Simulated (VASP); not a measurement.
# Ga2P (F-43m) in VASP: notebook, part 2 of 2

VASP 6.6.1.

### Step 3. Single point, PBE

This run uses another cell than the first one, of 22.70 Å³/atom, 1.084 times its volume.

Contents of INCAR:

```
PREC     = Accurate       # precision mode
ENCUT    = 520            # plane-wave cutoff, eV
EDIFF    = 1E-6           # SCF threshold, eV
ISMEAR   = 0              # smearing method
SIGMA    = 0.1            # smearing width, eV
LREAL    = False          # projectors in reciprocal space
LASPH    = True           # aspherical terms in the spheres
NELM     = 100            # most SCF steps
ALGO     = Normal         # electronic algorithm
ISIF     = 2              # what is computed and relaxed
LWAVE    = False          # write WAVECAR
LCHARG   = False          # write CHGCAR
GGA      = PE             # functional
NBANDS   = 22             # bands
```

Contents of KPOINTS:

```
Automatic mesh
0
Gamma
  4 4 4
```

Contents of POSCAR:

```
Ga2P
1.0
    0.0000000000      3.2413163700      3.2413163700
    3.2413163700      0.0000000000      3.2413163700
    3.2413163700      3.2413163700      0.0000000000
Ga P
2 1
Direct
    0.5000000000      0.5000000000      0.5000000000
    0.2500000000      0.2500000000      0.2500000000
    0.0000000000      0.0000000000      0.0000000000
```

Potentials or basis: VASP PAW PBE potentials, release 64 (Ga_d, P).

The run is started by

```sh
$ cat potpaw_PBE.64/Ga_d/POTCAR potpaw_PBE.64/P/POTCAR > POTCAR
$ mpirun -np 1 vasp_std > vasp.out
```

OUTCAR:

```text
PREC = Accurate
   ENCUT = 520
   EDIFF = 1E-6
   ISMEAR = 0
   LREAL = False
   LASPH = True
   NELM = 100
   ISIF = 2
   GGA = PE

 ion  position               nearest neighbor table
   1  0.500  0.500  0.500-   2 2.81   2 2.81   2 2.81   2 2.81
   2  0.250  0.250  0.250-   3 2.81   3 2.81   3 2.81   1 2.81   3 2.81   1 2.81   1 2.81   1 2.81

   3  0.000  0.000  0.000-   2 2.81   2 2.81   2 2.81   2 2.81

  LATTYP: Found a face centered cubic cell.
 ALAT       =     6.4826327400

  Lattice vectors:

 A1 = (   0.0000000000,   3.2413163700,   3.2413163700)
 A2 = (   3.2413163700,   0.0000000000,   3.2413163700)
 A3 = (   3.2413163700,   3.2413163700,   0.0000000000)

Analysis of symmetry for initial positions (statically):
=====================================================================
 Subroutine PRICEL returns:
 Original cell was already a primitive cell.

 Routine SETGRP: Setting up the symmetry group for a
 face centered cubic supercell.

 Subroutine GETGRP returns: Found 24 space group operations
[... 147 lines left out ...]
  free energy    TOTEN  =       -10.30820041 eV

  energy without entropy =      -10.29996029  energy(sigma->0) =      -10.30408035

 E-fermi :   4.3654     XC(G=0):  -9.7031

 val. band max:        4.3470624879   @ k =   0.5000   0.0000   0.0000
 cond. band min:       4.4374515265   @ k =  -0.2500   0.5000   0.2500
 fundamental gap:      0.0903890386
 Fermi energy:         4.3654398686

 k-point     1 :       0.0000    0.0000    0.0000
  band No.  band energies     occupation
      1     -10.8925      2.00000
      2     -10.8925      2.00000
      3     -10.8925      2.00000
      4     -10.8639      2.00000
      5     -10.8639      2.00000
      6     -10.7012      2.00000
[... 189 lines left out ...]
     21      11.0727      0.00000
     22      11.7246      0.00000

------------------------ aborting loop because EDIFF is reached ----------------------------------------

  FORCE on cell =-STRESS in cart. coord.  units (eV):
  Direction    XX          YY          ZZ          XY          YZ          ZX
  --------------------------------------------------------------------------------------
  -------------------------------------------------------------------------------------
  Total       -1.3952152     -1.3952152     -1.3952152      0.0000000     -0.0000000      0.0000000
  in kB      -32.8214310    -32.8214310    -32.8214310      0.0000000     -0.0000000      0.0000000
  external PRESSURE =     -32.8214310 kB  Pullay stress =       0.0000000 kB

 VOLUME and BASIS-vectors are now :
 -----------------------------------------------------------------------------
  energy-cutoff  :      520.00
  volume of cell :       68.11
      direct lattice vectors                 reciprocal lattice vectors
     0.000000000  3.241316370  3.241316370    -0.154258315  0.154258315  0.154258315
     3.241316370  0.000000000  3.241316370     0.154258315 -0.154258315  0.154258315
     3.241316370  3.241316370  0.000000000     0.154258315  0.154258315 -0.154258315

 POSITION                                       TOTAL-FORCE (eV/Angst)
 -----------------------------------------------------------------------------------
      3.24132      3.24132      3.24132         0.000000      0.000000      0.000000
      1.62066      1.62066      1.62066        -0.000000     -0.000000     -0.000000
      0.00000      0.00000      0.00000        -0.000000      0.000000     -0.000000
 -----------------------------------------------------------------------------------
    total drift:                               -0.000000     -0.000000     -0.000000

  FREE ENERGIE OF THE ION-ELECTRON SYSTEM (eV)
  ---------------------------------------------------
  free  energy   TOTEN  =       -10.3082004084 eV

  energy  without entropy=      -10.2999602884  energy(sigma->0) =      -10.30408035
```

stdout:

```text
POSCAR found type information on POSCAR GaP
 POSCAR found :  2 types and       3 ions
 scaLAPACK will be used
 LDA part: xc-table for (Slater+PW92), standard interpolation
 POSCAR, INCAR and KPOINTS ok, starting setup
 FFT: planning ... GRIDC
 FFT: planning ... GRID_SOFT
 FFT: planning ... GRID
 WAVECAR not read
 entering main loop
```

It took 17 s on 1 thread of AMD EPYC 9R45 (Zen 5), shared host; peak memory 0.17 GiB.

Results:

| Property | Result |
| --- | --- |
| Free energy | -10.3082 eV |
| Pressure | -3.3 GPa |

Levels at points of the mesh, in eV from the Fermi level:
```
           k point  band 12  band 13  band 14  band 15  band 16  band 17  band 18  band 19  band 20  band 21
(0.00, 0.00, 0.00)    -5.13    -1.68    -1.68    -1.68     0.15     0.78     0.78     0.78     4.07     4.07
(0.50, 0.00, 0.00)    -7.94    -3.43    -2.20    -2.20    -0.02     0.24     0.24     4.13     6.04     6.04
(0.50, 0.50, 0.00)    -7.13    -5.51    -3.70    -3.70    -0.48     3.61     3.61     4.45     5.91     7.39
```

Caveat: the k points lie up to 0.42 Å⁻¹ apart.

### Step 4. Single point, PBE

This run uses another cell than the first one, of 20.61 Å³/atom, 0.984 times its volume.

Contents of INCAR:

```
SYSTEM = Ga2P
ALGO = Normal
EDIFF = 1E-7
ENCUT = 520
GGA = PE
ISIF = 2
ISMEAR = 0
LASPH = .True.
LCHARG = .False.
LREAL = .False.
LWAVE = .False.
NBANDS = 22
NELM = 80
PREC = Accurate
SIGMA = 0.1
```

Contents of KPOINTS:

```
k-points
0
Gamma
  6 6 6
  0 0 0
```

Contents of POSCAR:

```
Ga2P
1.0
    0.0000000000      3.1383494215      3.1383494215
    3.1383494215      0.0000000000      3.1383494215
    3.1383494215      3.1383494215      0.0000000000
Ga P
2 1
Direct
    0.5000000000      0.5000000000      0.5000000000
    0.7500000000      0.7500000000      0.7500000000
    0.0000000000      0.0000000000      0.0000000000
```

The run is started by

```sh
$ cat potpaw_PBE.64/Ga_d/POTCAR potpaw_PBE.64/P/POTCAR > POTCAR
$ mpirun -np 1 vasp_std > vasp.out
```

Run time: 29 s. Hardware: 1 thread of AMD EPYC 9R45 (Zen 5), shared host; peak memory 0.17 GiB.

Results (log left out):

| Property | Result |
| --- | --- |
| Free energy | -10.4038 eV |
| Pressure | 0.1 GPa |

Levels at points of the mesh, in eV from the Fermi level:
```tsv
k point	band 11	band 12	band 13	band 14	band 15	band 16	band 17	band 18	band 19	band 20
(0.00, 0.00, 0.00)	-12.30	-4.74	-1.77	-1.77	-1.77	0.87	0.87	0.87	0.98	4.34
(0.50, 0.00, 0.00)	-10.72	-8.28	-3.13	-2.35	-2.35	0.25	0.25	0.30	4.82	6.49
(0.50, 0.50, 0.00)	-10.21	-7.45	-5.45	-4.00	-4.00	-0.42	4.11	4.11	4.97	6.83
```

### Step 5. Relaxation of cell and atoms, PBE

This run uses another cell than the first one, of 22.70 Å³/atom, 1.084 times its volume.

Contents of INCAR:

```
SYSTEM = Ga2P
ALGO     = Normal         ! electronic algorithm
EDIFF    = 1E-6           ! SCF threshold, eV
EDIFFG   = -0.04          ! ionic threshold
ENCUT    = 600            ! plane-wave cutoff, eV
GGA      = PE             ! functional
IBRION   = 2              ! ionic algorithm
ISIF     = 3              ! what is computed and relaxed
ISMEAR   = 0              ! smearing method
LASPH    = .TRUE.         ! aspherical terms in the spheres
LCHARG   = .FALSE.        ! write CHGCAR
LREAL    = .FALSE.        ! projectors in reciprocal space
LWAVE    = .FALSE.        ! write WAVECAR
NELM     = 80             ! most SCF steps
NSW      = 90             ! ionic steps
PREC     = Accurate       ! precision mode
SIGMA    = 0.1            ! smearing width, eV
```

Contents of KPOINTS:

```
k-points
0
G
  4 4 4
  0 0 0
```

Contents of POSCAR:

```
Ga2P
1.0
    0.0000000000      3.2413163700      3.2413163700
    3.2413163700      0.0000000000      3.2413163700
    3.2413163700      3.2413163700      0.0000000000
Ga P
2 1
Direct
    0.5000000000      0.5000000000      0.5000000000
    0.2500000000      0.2500000000      0.2500000000
    0.0000000000      0.0000000000      0.0000000000
```

The run is started by

```sh
$ cat potpaw_PBE.64/Ga_d/POTCAR potpaw_PBE.64/P/POTCAR > POTCAR
$ mpirun -np 1 vasp_std > vasp.out
```

Run time: 44 s. Hardware: 1 thread of AMD EPYC 9R45 (Zen 5), shared host; peak memory 0.21 GiB.

It converged, with:

* Free energy: -10.3670 eV
* Relaxed volume: 20.88 Å³/atom
* Relaxed cell: a = 4.458 Å, b = 4.458 Å, c = 4.458 Å, α = 60.00°, β = 60.00°, γ = 60.00°
* Space group after relaxing (to 0.05 Å): F-43m (No. 216)
* Energy gained by relaxing: 19.7 meV/atom
* Ionic steps: 3
* Pressure after relaxing: 0.0 GPa

The path:
| step | energy change (eV) | largest force (eV/Å) | pressure (GPa) | volume (Å³) |
| --- | --- | --- | --- | --- |
| 1 | 0.0000 | 0.0000 | -3.33 | 68.11 |
| 2 | -0.0574 | 0.0000 | -0.64 | 63.57 |
| 3 | -0.0590 | 0.0000 | 0.02 | 62.65 |

Final structure:
```yaml
crystal:
  lattice:
    - [0.00000, 3.15231, 3.15231]
    - [3.15231, 0.00000, 3.15231]
    - [3.15231, 3.15231, 0.00000]
  atoms:
    - { symbol: Ga, position: [0.50000, 0.50000, 0.50000] }
    - { symbol: Ga, position: [0.25000, 0.25000, 0.25000] }
    - { symbol: P, position: [0.00000, 0.00000, 0.00000] }
```

Levels at points of the mesh, in eV from the Fermi level:
| k point | band 11 | band 12 | band 13 | band 14 | band 15 | band 16 | band 17 | band 18 | band 19 |
| --- | --- | --- | --- | --- | --- | --- | --- | --- | --- |
| (0.00, 0.00, 0.00) | -12.38 | -4.96 | -1.91 | -1.91 | -1.91 | 0.68 | 0.68 | 0.68 | 0.68 |
| (0.50, 0.00, 0.00) | -10.82 | -8.41 | -3.35 | -2.48 | -2.48 | 0.08 | 0.08 | 0.09 | 4.56 |
| (0.50, 0.50, 0.00) | -10.32 | -7.57 | -5.64 | -4.11 | -4.11 | -0.59 | 3.87 | 3.87 | 4.74 |

Caveat: the k points lie up to 0.43 Å⁻¹ apart in the final cell.

### Step 6. Summary

| task | cell | k mesh | cutoff (eV) | gap on the mesh (eV) | pressure (GPa) |
| --- | --- | --- | --- | --- | --- |
| single point | a = 4.462 Å, angles 60.0°, 3 atoms | 4 × 4 × 4 | 520 | none | 0.0 |
| single point | a = 4.584 Å, angles 60.0°, 3 atoms | 4 × 4 × 4 | 520 | none | -3.3 |
| single point | a = 4.438 Å, angles 60.0°, 3 atoms | 6 × 6 × 6 | 520 | none | 0.1 |
| relaxation of cell and atoms | relaxed from a = 4.584 Å, angles 60.0°, 3 atoms | 4 × 4 × 4 | 600 | none | 0.0 |

Alike in all rows: level PBE; potentials or basis VASP PAW PBE potentials, release 64 (Ga_d, P); no spin polarisation; smearing gaussian 0.1 eV.

Caveats: some runs use coarse meshes.

Absolute energies hang on the potentials; compare differences alone.
